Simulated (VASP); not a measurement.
# SnSe in VASP: further runs, part 3 of 3

VASP 6.6.1. Earlier steps stand in the parts before.

### Step 5. Single point, LDA (atom 1 (Sn) moved +0.050 Å towards its neighbour atom 3 (Se) at 2.675 Å)

The input, INCAR:

```
ALGO     = Normal         # electronic algorithm
EDIFF    = 1E-6           # SCF threshold, eV
ENCUT    = 500            # plane-wave cutoff, eV
GGA      = CA             # functional
GGA_COMPAT= False        
ISIF     = 2              # what is computed and relaxed
ISMEAR   = 0              # smearing method
LASPH    = True           # aspherical terms in the spheres
LCHARG   = True           # write CHGCAR
LELF     = True           # ELF
LREAL    = False          # projectors in reciprocal space
LVHAR    = True         
LWAVE    = False          # write WAVECAR
NBANDS   = 28             # bands
NELM     = 120            # most SCF steps
PREC     = Accurate       # precision mode
SIGMA    = 0.05           # smearing width, eV
```

The input, KPOINTS:

```
k-points
0
Gamma
  6 6 4
```

The input, POSCAR:

```
SnSe
1.0
    4.1898989379      0.0000000000      0.0000000000
    0.0000000000      4.1898989379      0.0000000000
    0.0000000000      0.0000000000     10.9796229414
Sn Se
2 2
Direct
    0.5000000000      0.0000000000      0.3827172242
    0.0000000000      0.5000000000      0.6218366662
    0.5000000000      0.0000000000      0.6217782129
    0.0000000000      0.5000000000      0.3782217871
```

Potentials or basis: VASP PAW LDA potentials, release 64 (Sn_d, Se).

Launch:

```console
$ cat potpaw_LDA.64/Sn_d/POTCAR potpaw_LDA.64/Se/POTCAR > POTCAR
$ mpirun -np 1 vasp_std > vasp.out
```

OUTCAR:

```text
EDIFF = 1E-6
   ENCUT = 500
   GGA = CA
   ISIF = 2
   ISMEAR = 0
   LASPH = True
   LREAL = False
   NELM = 120
   PREC = Accurate

 ion  position               nearest neighbor table
   1  0.500  0.000  0.383-   3 2.62   4 2.96   4 2.96   4 2.96   4 2.96
   2  0.000  0.500  0.622-   4 2.67   3 2.96   3 2.96   3 2.96   3 2.96
   3  0.500  0.000  0.622-   1 2.62   2 2.96   2 2.96   2 2.96   2 2.96
   4  0.000  0.500  0.378-   2 2.67   1 2.96   1 2.96   1 2.96   1 2.96

  LATTYP: Found a simple tetragonal cell.
 ALAT       =     4.1898989379
 C/A-ratio  =     2.6204982755

  Lattice vectors:

 A1 = (   4.1898989379,   0.0000000000,   0.0000000000)
 A2 = (   0.0000000000,   4.1898989379,   0.0000000000)
 A3 = (   0.0000000000,   0.0000000000,  10.9796229414)

Analysis of symmetry for initial positions (statically):
=====================================================================
 Subroutine PRICEL returns:
 Original cell was already a primitive cell.

 Routine SETGRP: Setting up the symmetry group for a
 simple tetragonal supercell.

 Subroutine GETGRP returns: Found  8 space group operations
 (whereof  4 operations were pure point group operations)
 out of a pool of 16 trial point group operations.

The static configuration has the point symmetry C_2v.
 The point group associated with its full space group is C_4v.

Analysis of symmetry for dynamics (positions and initial velocities):
=====================================================================
 Subroutine PRICEL returns:
 Original cell was already a primitive cell.

 Routine SETGRP: Setting up the symmetry group for a
 simple tetragonal supercell.

 Subroutine GETGRP returns: Found  8 space group operations
 (whereof  4 operations were pure point group operations)
 out of a pool of 16 trial point group operations.

[... 116 lines left out ...]
   NELECT =      40.0000    total number of electrons
   NUPDOWN=      -1.0000    fix difference up-down
   EMIN   =  10.00;   EMAX   =-10.00  energy-range for DOS
   EFERMI =   0.00;   METHOD = LEGACY
   ISMEAR =     0;   SIGMA  =   0.05  broadening in eV -4-tet -1-fermi 0-gaus
   EFERMI_NEDOS =   21; number of points for ismear=-14 and -15
   IALGO  =     38    algorithm
   IMIX   =      4    mixing-type and parameters
     AMIX     =   0.40;   BMIX     =  1.00
     AMIX_MAG =   1.60;   BMIX_MAG =  1.00
  volume/ion in A,a.u.               =      48.19       325.19
  Fermi-wavevector in a.u.,A,eV,Ry     =   0.969237  1.831592 12.781590  0.939420
  Thomas-Fermi vector in A             =   2.099273
   LORBIT       =      0    0 simple, 1 ext, 2 COOP (PROOUT), +10 PAW based schemes
   GGA     = CA    functional components
   LHFCALC =     F    Hartree Fock is set to
   AEXX    =    0.0000 exact exchange contribution
   IVDW    =     0    specifies the selected vdW correction
   LEPSILON=     F    determine dielectric tensor
   LRPA    =     F    only Hartree local field effects (RPA)
 non-spin polarized calculation
 Gauss-broadening in eV      SIGMA  =   0.05
  energy-cutoff  :      500.00
  volume of cell :      192.75
 maximum number of plane-waves:      4921
 NGX is ok and might be reduce to    32
   NGX = 15   NGY = 15   NGZ = 41

 number of electron      39.9999989 magnetization

 Free energy of the ion-electron system (eV)
  ---------------------------------------------------
  ext. energy  EPLUGINS =         0.00000000
  ---------------------------------------------------
  free energy    TOTEN  =       -18.48320713 eV

  energy without entropy =      -18.48320713  energy(sigma->0) =      -18.48320713

 E-fermi :   1.1455     XC(G=0):  -6.3330

 val. band max:        0.8457792080   @ k =   0.3333   0.0000   0.5000
 cond. band min:       2.2751481312   @ k =   0.3333   0.1667   0.5000
 fundamental gap:      1.4293689232
 Fermi energy:         1.1455247862

 k-point     1 :       0.0000    0.0000    0.0000
  band No.  band energies     occupation
      1     -20.2824      2.00000
      2     -20.2727      2.00000
      3     -20.2682      2.00000
      4     -20.2364      2.00000
      5     -20.2364      2.00000
      6     -20.2036      2.00000
[... 733 lines left out ...]
     27       7.1062      0.00000
     28       7.1599      0.00000

 [... further k-points ...]
[... 5 lines left out ...]
  --------------------------------------------------------------------------------------
  -------------------------------------------------------------------------------------
  Total        0.2001851      0.2001851      0.8832041      0.0000000      0.0000000      0.0000000
  in kB        1.6639788      1.6639788      7.3413708      0.0000000      0.0000000      0.0000000
  external PRESSURE =       3.5564428 kB  Pullay stress =       0.0000000 kB

 VOLUME and BASIS-vectors are now :
 -----------------------------------------------------------------------------
  energy-cutoff  :      500.00
  volume of cell :      192.75
      direct lattice vectors                 reciprocal lattice vectors
     4.189898938  0.000000000  0.000000000     0.238669241  0.000000000  0.000000000
     0.000000000  4.189898938  0.000000000     0.000000000  0.238669241  0.000000000
     0.000000000  0.000000000 10.979622941     0.000000000  0.000000000  0.091077809

 POSITION                                       TOTAL-FORCE (eV/Angst)
 -----------------------------------------------------------------------------------
      2.09495      0.00000      4.20209         0.000000      0.000000     -0.375228
      0.00000      2.09495      6.82753         0.000000      0.000000      0.015620
      2.09495      0.00000      6.82689         0.000000      0.000000      0.330326
      0.00000      2.09495      4.15273         0.000000      0.000000      0.029282
 -----------------------------------------------------------------------------------
    total drift:                                0.000000      0.000000      0.001015

  FREE ENERGIE OF THE ION-ELECTRON SYSTEM (eV)
  ---------------------------------------------------
  free  energy   TOTEN  =       -18.4832071258 eV

  energy  without entropy=      -18.4832071258  energy(sigma->0) =      -18.48320713
```

OSZICAR:

```text
N       E                     dE             d eps       ncg     rms          rms(c)
DAV:   1     0.346148538868E+03    0.34615E+03   -0.18558E+04  1744   0.145E+03
DAV:   2     0.305134352553E+02   -0.31564E+03   -0.30692E+03  1812   0.363E+02
DAV:   3    -0.165981458961E+02   -0.47112E+02   -0.46317E+02  2064   0.147E+02
DAV:   4    -0.188785535339E+02   -0.22804E+01   -0.22674E+01  2024   0.346E+01
DAV:   5    -0.189440891084E+02   -0.65536E-01   -0.65501E-01  2296   0.617E+00    0.513E+00
DAV:   6    -0.185338419455E+02    0.41025E+00   -0.80151E-01  2268   0.531E+00    0.322E+00
DAV:   7    -0.184959630285E+02    0.37879E-01   -0.27594E-01  2140   0.227E+00    0.105E+00
DAV:   8    -0.184839013490E+02    0.12062E-01   -0.33666E-02  2116   0.120E+00    0.258E-01
DAV:   9    -0.184807344371E+02    0.31669E-02   -0.53499E-03  1956   0.433E-01    0.118E-01
DAV:  10    -0.184806768864E+02    0.57551E-04   -0.13334E-03  1904   0.170E-01    0.502E-02
DAV:  11    -0.184818706580E+02   -0.11938E-02   -0.17264E-03  1776   0.132E-01    0.631E-02
DAV:  12    -0.184828506639E+02   -0.98001E-03   -0.35470E-04  2116   0.833E-02    0.152E-02
DAV:  13    -0.184831042111E+02   -0.25355E-03   -0.47394E-05  1904   0.330E-02    0.125E-02
DAV:  14    -0.184831929961E+02   -0.88785E-04   -0.15481E-05  1648   0.124E-02    0.520E-03
DAV:  15    -0.184832040596E+02   -0.11063E-04   -0.21050E-06  1680   0.730E-03    0.152E-03
DAV:  16    -0.184832070156E+02   -0.29560E-05   -0.76784E-07  1484   0.330E-03    0.137E-03
DAV:  17    -0.184832071258E+02   -0.11016E-06   -0.79883E-08  1424   0.176E-03
   1 F= -.18483207E+02 E0= -.18483207E+02  d E =-.547465E-18
```

It took 79 s on 1 thread of Intel Xeon 6975P-C (Granite Rapids), shared host; peak memory 0.3 GiB.

Results:

```
Free energy            : -18.4832 eV
Largest force          : 0.375 eV/Å
Band gap on the k mesh : 1.43 eV, indirect (least direct gap 1.46 eV)
```

Forces on the atoms (eV/Å):
```
Sn   0.000  0.000 -0.375
Sn   0.000  0.000  0.016
Se   0.000  0.000  0.330
Se   0.000  0.000  0.029
```

Levels at points of the mesh, in eV from the valence-band top:
```csv
k point,band 16,band 17,band 18,band 19,band 20,band 21,band 22,band 23,band 24,band 25
"(0.00, 0.00, 0.00)",-3.33,-3.33,-2.01,-2.01,-0.62,1.66,3.50,3.76,4.68,4.68
"(0.50, 0.00, 0.00)",-2.54,-1.76,-1.66,-0.19,-0.07,1.46,1.50,1.90,1.98,2.81
"(0.50, 0.50, 0.00)",-5.25,-3.66,-3.66,-1.87,-1.86,3.53,3.72,4.41,4.41,5.43
"(0.00, 0.00, 0.50)",-3.33,-3.33,-2.01,-2.01,-0.62,1.52,3.50,4.68,4.68,4.84
"(0.50, 0.00, 0.50)",-2.54,-1.76,-1.66,-0.20,-0.07,1.46,1.50,1.90,1.98,2.76
"(0.50, 0.50, 0.50)",-5.25,-3.66,-3.66,-1.87,-1.85,3.50,3.69,4.45,4.45,5.38
```

Caveat: the cell differs from its parent crystal (atom 1 (Sn) moved +0.050 Å towards its neighbour atom 3 (Se) at 2.675 Å); spin-orbit coupling is left out, which moves the levels of the heavy elements.

### Step 6. Single point, LDA (atom 1 (Sn) moved +0.200 Å towards its neighbour atom 3 (Se) at 2.675 Å)

The input, INCAR:

```
ALGO     = Normal         # electronic algorithm
EDIFF    = 1E-6           # SCF threshold, eV
ENCUT    = 500            # plane-wave cutoff, eV
GGA_COMPAT= F            
ISIF     = 2              # what is computed and relaxed
ISMEAR   = 0              # smearing method
LASPH    = T              # aspherical terms in the spheres
LCHARG   = T              # write CHGCAR
LELF     = T              # ELF
LREAL    = F              # projectors in reciprocal space
LVHAR    = T            
LWAVE    = F              # write WAVECAR
NBANDS   = 28             # bands
NELM     = 120            # most SCF steps
PREC     = Accurate       # precision mode
SIGMA    = 0.05           # smearing width, eV
```

KPOINTS is that of step 5.

Changes to POSCAR since step 5:

```diff
@@ -8,3 +8,3 @@
 Direct
-    0.5000000000      0.0000000000      0.3827172242
+    0.5000000000      0.0000000000      0.3963788956
     0.0000000000      0.5000000000      0.6218366662
```

Potentials or basis: VASP PAW LDA potentials, release 64 (Sn_d, Se).

Launch:

```console
$ cat potpaw_LDA.64/Sn_d/POTCAR potpaw_LDA.64/Se/POTCAR > POTCAR
$ mpirun -np 1 vasp_std > vasp.out
```

Run time: 70 s. Hardware: 1 thread of Intel Xeon 6975P-C (Granite Rapids), shared host; peak memory 0.3 GiB.

Results (log left out):

```yaml
Free_energy: -18.3229 eV
Largest_force: 1.895 eV/Å
Band_gap_on_the_k_mesh: 1.26 eV, direct
```

Forces on the atoms (eV/Å):
```
Sn   0.000  0.000 -1.895
Sn   0.000  0.000 -0.011
Se   0.000  0.000  1.694
Se   0.000  0.000  0.211
```

Levels at points of the mesh, in eV from the valence-band top:
```tsv
k point	band 18	band 19	band 20	band 21	band 22	band 23
(0.00, 0.00, 0.00)	-2.10	-2.10	-0.82	1.75	3.26	3.78
(0.50, 0.00, 0.00)	-1.73	-0.54	-0.07	1.36	1.52	1.66
(0.50, 0.50, 0.00)	-3.72	-2.00	-1.97	3.38	4.13	4.13
(0.00, 0.00, 0.50)	-2.10	-2.10	-0.82	1.60	3.26	4.46
(0.50, 0.00, 0.50)	-1.73	-0.54	-0.07	1.37	1.52	1.66
(0.50, 0.50, 0.50)	-3.72	-2.00	-1.97	3.36	4.15	4.16
```

Caveat: the cell differs from its parent crystal (atom 1 (Sn) moved +0.200 Å towards its neighbour atom 3 (Se) at 2.675 Å); spin-orbit coupling is left out, which moves the levels of the heavy elements.
